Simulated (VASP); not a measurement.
# CoGe3 (Pm-3m) in VASP: single point with r2SCAN

Aim: the single point of CoGe3 with r2SCAN.

Everything below comes from runs of VASP 6.6.1. Logs are shortened: lines on timing, memory, paths and dates and some standing lists are left out, and cuts for length are marked.

### 1 The cell of the first run

It takes space group Pm-3m (No. 221, cubic). Conventional cell: a = 3.992 Å, b = 3.992 Å, c = 3.992 Å, α = 90.00°, β = 90.00°, γ = 90.00°. Ge (site symmetry 4/mmm) has 8 Ge at 2.82 Å and 4 Co at 2.82 Å within 3.7 Å. Within 3.7 Å of Co (site symmetry m-3m) lie 12 Ge at 2.82 Å.

### 2 Single point, r2SCAN, collinear spin, ferromagnetic start

POSCAR

```
CoGe3
1.0
    3.9922210234      0.0000000000      0.0000000000
    0.0000000000      3.9922210234      0.0000000000
    0.0000000000      0.0000000000      3.9922210234
Ge Co
3 1
Direct
    0.0000000000      0.5000000000      0.5000000000
    0.5000000000      0.0000000000      0.5000000000
    0.5000000000      0.5000000000      0.0000000000
    0.0000000000      0.0000000000      0.0000000000
```

INCAR.step1

```
  ALGO = Normal
  EDIFF = 1E-4
  ENCUT = 520
  GGA = PE
  ISMEAR = 0
  ISPIN = 2
  LASPH = T
  LCHARG = F
  LMAXMIX = 4
  LREAL = F
  LWAVE = T
  MAGMOM = 0 0 0 3.5
  NBANDS = 38
  NELM = 150
  PREC = Accurate
  SIGMA = 0.1
```

INCAR.step2

```
  ALGO = Normal
  EDIFF = 1E-7
  ENCUT = 520
  ISIF = 2
  ISMEAR = 0
  ISPIN = 2
  ISTART = 1
  LASPH = T
  LCHARG = F
  LMAXMIX = 4
  LMIXTAU = T
  LORBIT = 11
  LREAL = F
  LWAVE = F
  MAGMOM = 0 0 0 3.5
  METAGGA = R2SCAN
  NBANDS = 38
  NELM = 150
  PREC = Accurate
  SIGMA = 0.1
```

KPOINTS

```
k-points
0
Gamma
  10 10 10
```

Potentials or basis: VASP PAW PBE potentials, release 64 (Ge_d, Co).

The run is started by

```console
$ cat potpaw_PBE.64/Ge_d/POTCAR potpaw_PBE.64/Co/POTCAR > POTCAR
$ cp INCAR.step1 INCAR
$ mpirun -np 1 vasp_std > vasp.out
$ cp INCAR.step2 INCAR
$ mpirun -np 1 vasp_std > vasp.out
```

OUTCAR:

```text
EDIFF = 1E-7
   ENCUT = 520
   ISIF = 2
   ISMEAR = 0
   ISPIN = 2
   ISTART = 1
   LASPH = T
   LORBIT = 11
   LREAL = F
   METAGGA = R2SCAN
   NELM = 150
   PREC = Accurate

 ion  position               nearest neighbor table
   1  0.000  0.500  0.500-   2 2.82   3 2.82   4 2.82   3 2.82   4 2.82   2 2.82   4 2.82   4 2.82
                             2 2.82   3 2.82   3 2.82   2 2.82
   2  0.500  0.000  0.500-   1 2.82   3 2.82   4 2.82   3 2.82   4 2.82   1 2.82   3 2.82   3 2.82
                             1 2.82   4 2.82   4 2.82   1 2.82
   3  0.500  0.500  0.000-   1 2.82   2 2.82   4 2.82   1 2.82   2 2.82   2 2.82   4 2.82   2 2.82
                             1 2.82   4 2.82   1 2.82   4 2.82
   4  0.000  0.000  0.000-   1 2.82   2 2.82   3 2.82   1 2.82   2 2.82   1 2.82   3 2.82   1 2.82
                             2 2.82   3 2.82   2 2.82   3 2.82

  LATTYP: Found a simple cubic cell.
 ALAT       =     3.9922210234

  Lattice vectors:

 A1 = (   3.9922210234,   0.0000000000,   0.0000000000)
 A2 = (   0.0000000000,   3.9922210234,   0.0000000000)
 A3 = (   0.0000000000,   0.0000000000,   3.9922210234)

Analysis of symmetry for initial positions (statically):
=====================================================================
 Subroutine PRICEL returns:
 Original cell was already a primitive cell.

 Routine SETGRP: Setting up the symmetry group for a
 simple cubic supercell.

 Subroutine GETGRP returns: Found 48 space group operations
 (whereof 48 operations were pure point group operations)
 out of a pool of 48 trial point group operations.

The static configuration has the point symmetry O_h .

Analysis of symmetry for dynamics (positions and initial velocities):
=====================================================================
 Subroutine PRICEL returns:
 Original cell was already a primitive cell.

 Routine SETGRP: Setting up the symmetry group for a
 simple cubic supercell.

 Subroutine GETGRP returns: Found 48 space group operations
 (whereof 48 operations were pure point group operations)
 out of a pool of 48 trial point group operations.

The dynamic configuration has the point symmetry O_h .

Analysis of structural, dynamic, and magnetic symmetry:
=====================================================================
 Subroutine PRICEL returns:
 Original cell was already a primitive cell.

 Routine SETGRP: Setting up the symmetry group for a
 simple cubic supercell.

 Subroutine GETGRP returns: Found 48 space group operations
 (whereof 48 operations were pure point group operations)
 out of a pool of 48 trial point group operations.

The overall configuration has the point symmetry O_h .

 Subroutine INISYM returns: Found 48 space group operations
 (whereof 48 operations are pure point group operations),
 and found     1 'primitive' translations

----------------------------------------------------------------------------------------

                                     Primitive cell

  volume of cell :      63.6273

  direct lattice vectors                    reciprocal lattice vectors
     3.992221023  0.000000000  0.000000000     0.250487133  0.000000000  0.000000000
     0.000000000  3.992221023  0.000000000     0.000000000  0.250487133  0.000000000
     0.000000000  0.000000000  3.992221023     0.000000000  0.000000000  0.250487133

  length of vectors
     3.992221023  3.992221023  3.992221023     0.250487133  0.250487133  0.250487133

  position of ions in fractional coordinates (direct lattice)
     0.000000000  0.500000000  0.500000000
     0.500000000  0.000000000  0.500000000
     0.500000000  0.500000000  0.000000000
     0.000000000  0.000000000  0.000000000

  ion indices of the primitive-cell ions
   primitive index   ion index
                 1           1
                 2           2
                 3           3
                 4           4

----------------------------------------------------------------------------------------

 KPOINTS: k-points

Automatic generation of k-mesh.
 Grid dimensions read from file:
 generate k-points for:   10   10   10

 Generating k-lattice:

  Cartesian coordinates                     Fractional coordinates (reciprocal lattice)
     0.025048713  0.000000000  0.000000000     0.100000000  0.000000000  0.000000000
     0.000000000  0.025048713  0.000000000     0.000000000  0.100000000  0.000000000
     0.000000000  0.000000000  0.025048713     0.000000000  0.000000000  0.100000000

  Length of vectors
     0.025048713  0.025048713  0.025048713

  Shift w.r.t. Gamma in fractional coordinates (k-lattice)
     0.000000000  0.000000000  0.000000000

 Subroutine IBZKPT returns following result:
 ===========================================

 Found     56 irreducible k-points:

 Following reciprocal coordinates:
            Coordinates               Weight
  0.000000  0.000000  0.000000      1.000000
  0.100000  0.000000  0.000000      6.000000
  0.200000  0.000000  0.000000      6.000000
  0.300000  0.000000  0.000000      6.000000
  0.400000  0.000000  0.000000      6.000000
  0.500000  0.000000  0.000000      3.000000
[... 16 lines left out ...]
  0.200000  0.100000  0.100000     24.000000
  0.300000  0.100000  0.100000     24.000000
 [... further k-points ...]
   k-points           NKPTS =     56   k-points in BZ     NKDIM =     56   number of bands    NBANDS=     38
   number of dos      NEDOS =    301   number of ions     NIONS =      4
   total plane-waves  NPLWV =  27000
   dimension x,y,z NGX =    30 NGY =   30 NGZ =   30
   dimension x,y,z NGXF=    60 NGYF=   60 NGZF=   60
   ions per type =               3   1
   NGX,Y,Z   is equivalent  to a cutoff of  12.49, 12.49, 12.49 a.u.
   NGXF,Y,Z  is equivalent  to a cutoff of  24.99, 24.99, 24.99 a.u.
 SYSTEM =  unknown system
   PREC   = accura    normal or accurate (medium, high low for compatibility)
   ISTART =      1    job   : 0-new  1-cont  2-samecut
   ICHARG =      0    charge: 1-file 2-atom 10-const
   ISPIN  =      2    spin polarized calculation?
   LNONCOLLINEAR =      F non collinear calculations
   LSORBIT =      F    spin-orbit coupling
   LASPH  =      T    aspherical Exc in radial PAW
   ENCUT  =  520.0 eV  38.22 Ry    6.18 a.u.   7.42  7.42  7.42*2*pi/ulx,y,z
   NELM   =    150;   NELMIN=  2; NELMDL=  0     # of ELM steps
   EDIFF  = 0.1E-06   stopping-criterion for ELM
   LREAL  =      F    real-space projection
   EDIFFG = 0.1E-05   stopping-criterion for IOM
   NSW    =      0    number of steps for IOM
   IBRION =     -1    ionic relax: 0-MD 1-quasi-New 2-CG
   NFREE  =      0    steps in history (QN), initial steepest desc. (CG)
   ISIF   =      2    stress and relaxation
   ISYM   =      2    0-nonsym 1-usesym 2-fastsym
   POTIM  = 0.5000    time-step for ionic-motion
   TEBEG  =    0.0;   TEEND  =   0.0 temperature during run
   PSTRESS=    0.0 pullay stress
   NELECT =      51.0000    total number of electrons
   NUPDOWN=      -1.0000    fix difference up-down
   EMIN   =  10.00;   EMAX   =-10.00  energy-range for DOS
   EFERMI =   0.00;   METHOD = LEGACY
   ISMEAR =     0;   SIGMA  =   0.10  broadening in eV -4-tet -1-fermi 0-gaus
   EFERMI_NEDOS =   21; number of points for ismear=-14 and -15
   IALGO  =     38    algorithm
   IMIX   =      4    mixing-type and parameters
     AMIX     =   0.40;   BMIX     =  1.00
     AMIX_MAG =   1.60;   BMIX_MAG =  1.00
  volume/ion in A,a.u.               =      15.91       107.34
  Fermi-wavevector in a.u.,A,eV,Ry     =   1.520724  2.873751 31.464841  2.312601
  Thomas-Fermi vector in A             =   2.629536
   LORBIT       =     11    0 simple, 1 ext, 2 COOP (PROOUT), +10 PAW based schemes
   METAGGA = R2SCAN    functional components
   LHFCALC =     F    Hartree Fock is set to
   AEXX    =    0.0000 exact exchange contribution
   IVDW    =     0    specifies the selected vdW correction
   LEPSILON=     F    determine dielectric tensor
   LRPA    =     F    only Hartree local field effects (RPA)
 spin polarized calculation
 Gauss-broadening in eV      SIGMA  =   0.10
  energy-cutoff  :      520.00
  volume of cell :       63.63
 maximum number of plane-waves:      1743
 NGX is ok and might be reduce to    30
   NGX = 15   NGY = 15   NGZ = 15

 number of electron      50.9999949 magnetization       1.6556143

 Free energy of the ion-electron system (eV)
  ---------------------------------------------------
  ext. energy  EPLUGINS =         0.00000000
  ---------------------------------------------------
  free energy    TOTEN  =       -52.47728991 eV

  energy without entropy =      -52.46183156  energy(sigma->0) =      -52.46956074

 E-fermi :   8.2341     XC(G=0): -13.1397

 val. band max:        8.2321737096   @ k =   0.4000   0.1000   0.1000
 cond. band min:       8.2394712611   @ k =   0.3000   0.2000   0.2000
 fundamental gap:      0.0072975514
 Fermi energy:         8.2341461177

 spin component 1

 k-point     1 :       0.0000    0.0000    0.0000
  band No.  band energies     occupation
      1     -17.5250      1.00000
      2     -17.5248      1.00000
      3     -17.5248      1.00000
      4     -17.5248      1.00000
      5     -17.4084      1.00000
      6     -17.4084      1.00000
[... 949 lines left out ...]
     36      19.5936      0.00000
     37      20.2671      0.00000

 [... further k-points ...]

 spin component 2

 k-point     1 :       0.0000    0.0000    0.0000
  band No.  band energies     occupation
      1     -17.5179      1.00000
      2     -17.5179      1.00000
      3     -17.5179      1.00000
      4     -17.5115      1.00000
      5     -17.4092      1.00000
      6     -17.4092      1.00000
[... 949 lines left out ...]
     36      19.8370      0.00000
     37      20.4143      0.00000

 [... further k-points ...]

 [bands above 37 left out]

------------------------ aborting loop because EDIFF is reached ----------------------------------------

  FORCE on cell =-STRESS in cart. coord.  units (eV):
  Direction    XX          YY          ZZ          XY          YZ          ZX
  --------------------------------------------------------------------------------------
  -------------------------------------------------------------------------------------
  Total        0.3345801      0.3345801      0.3345801      0.0000000     -0.0000000      0.0000000
  in kB        8.4249417      8.4249417      8.4249417      0.0000000     -0.0000000      0.0000000
  external PRESSURE =       8.4249417 kB  Pullay stress =       0.0000000 kB

 VOLUME and BASIS-vectors are now :
 -----------------------------------------------------------------------------
  energy-cutoff  :      520.00
  volume of cell :       63.63
      direct lattice vectors                 reciprocal lattice vectors
     3.992221023  0.000000000  0.000000000     0.250487133  0.000000000  0.000000000
     0.000000000  3.992221023  0.000000000     0.000000000  0.250487133  0.000000000
     0.000000000  0.000000000  3.992221023     0.000000000  0.000000000  0.250487133

 POSITION                                       TOTAL-FORCE (eV/Angst)
 -----------------------------------------------------------------------------------
      0.00000      1.99611      1.99611         0.000000      0.000000      0.000000
      1.99611      0.00000      1.99611         0.000000      0.000000      0.000000
      1.99611      1.99611      0.00000         0.000000      0.000000      0.000000
      0.00000      0.00000      0.00000         0.000000      0.000000      0.000000
 -----------------------------------------------------------------------------------
    total drift:                                0.000000      0.000000     -0.000000

  FREE ENERGIE OF THE ION-ELECTRON SYSTEM (eV)
  ---------------------------------------------------
  free  energy   TOTEN  =       -52.4772899081 eV

  energy  without entropy=      -52.4618315649  energy(sigma->0) =      -52.46956074

 total charge

# of ion       s       p       d       tot
------------------------------------------
    1        1.213   1.023  10.052  12.289
    2        1.213   1.023  10.052  12.289
    3        1.213   1.023  10.052  12.289
    4        0.350   0.283   7.323   7.956
--------------------------------------------------
tot          3.990   3.353  37.479  44.822

 magnetization (x)

# of ion       s       p       d       tot
------------------------------------------
    1        0.020  -0.016  -0.002   0.001
    2        0.020  -0.016  -0.002   0.001
    3        0.020  -0.016  -0.002   0.001
    4        0.029   0.020   1.647   1.696
--------------------------------------------------
tot          0.089  -0.029   1.641   1.701
```

Run time: 20 min. Hardware: 1 thread of Intel Xeon 8259CL, shared host; peak memory 0.33 GiB.

Results:

```yaml
Free_energy: -52.4773 eV
Pressure: 0.8 GPa
Net_moment: 1.66 μB per cell
Site_moments: Ge +0.00; Co +1.70 μB
Valence_electrons_inside_the_program's_atomic_spheres: Ge 12.29; Co 7.96
```

Levels at points of the mesh, in eV from the Fermi level:
Spin up:
```
           k point  band 24  band 25  band 26  band 27  band 28  band 29
(0.00, 0.00, 0.00)    -3.06    -1.55    -1.55     0.28     3.42     3.42
(0.50, 0.00, 0.00)    -1.05    -1.05    -0.83    -0.83     0.43     0.59
(0.50, 0.50, 0.00)    -2.18    -0.27    -0.09     1.15     1.15     1.53
(0.50, 0.50, 0.50)    -2.34    -2.34    -2.20    -2.20    -1.24     8.61
```
Spin down:
| k point | band 21 | band 22 | band 23 | band 24 | band 25 | band 26 | band 27 | band 28 | band 29 | band 30 |
| --- | --- | --- | --- | --- | --- | --- | --- | --- | --- | --- |
| (0.00, 0.00, 0.00) | -4.50 | -0.59 | -0.59 | -0.34 | -0.34 | -0.34 | 0.58 | 3.35 | 3.35 | 3.35 |
| (0.50, 0.00, 0.00) | -2.84 | -1.33 | -0.91 | -0.91 | -0.28 | 0.65 | 0.73 | 0.94 | 0.94 | 2.31 |
| (0.50, 0.50, 0.00) | -1.93 | -1.20 | -1.18 | -0.76 | -0.18 | 0.90 | 1.16 | 1.16 | 2.70 | 2.70 |
| (0.50, 0.50, 0.50) | -5.54 | -5.54 | -1.12 | -1.12 | -0.98 | 0.52 | 0.52 | 0.52 | 8.75 | 8.75 |

Caveat: the PAW data sets were made with another functional, which shifts forces and pressure a little.
